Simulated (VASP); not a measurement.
Runs of VASP 6.6.1 on HfRe3. The structure is that of space group Pm-3m (No. 221), or close to it. The cells are those of the table. 

```tsv
task	cell	k mesh	cutoff (eV)	gap on the mesh (eV)	pressure (GPa)	relaxed volume (Å³/atom)
single point	a = 3.941 Å, 4 atoms	4 × 4 × 4	520	none	21.2	-
single point	a = 4.034 Å, 4 atoms	4 × 4 × 4	520	none	-0.7	-
relaxation of cell and atoms	relaxed from a = 4.034 Å, 4 atoms	12 × 12 × 12	600	none	0.0	(a)
single point	a = 4.030 Å, 4 atoms	12 × 12 × 12	520	none	-0.7	-
relaxation of cell and atoms	relaxed from a = 3.941 Å, 4 atoms	4 × 4 × 4	600	none	-0.1	16.38
```

Alike in all rows: level PBE; potentials or basis VASP PAW PBE potentials, release 64 (Hf_pv, Re); no spin polarisation; smearing gaussian 0.1 eV.

Problem. Estimate the missing entries.

Solution. (a) 16.33.

Caveats: some runs use coarse meshes; spin-orbit coupling is left out, which moves the levels of the heavy elements.

A k mesh can miss the band edges, and the runs leave out spin-orbit coupling on Hf, Re.

A gap of «none» marks levels without a gap at the run's occupations.
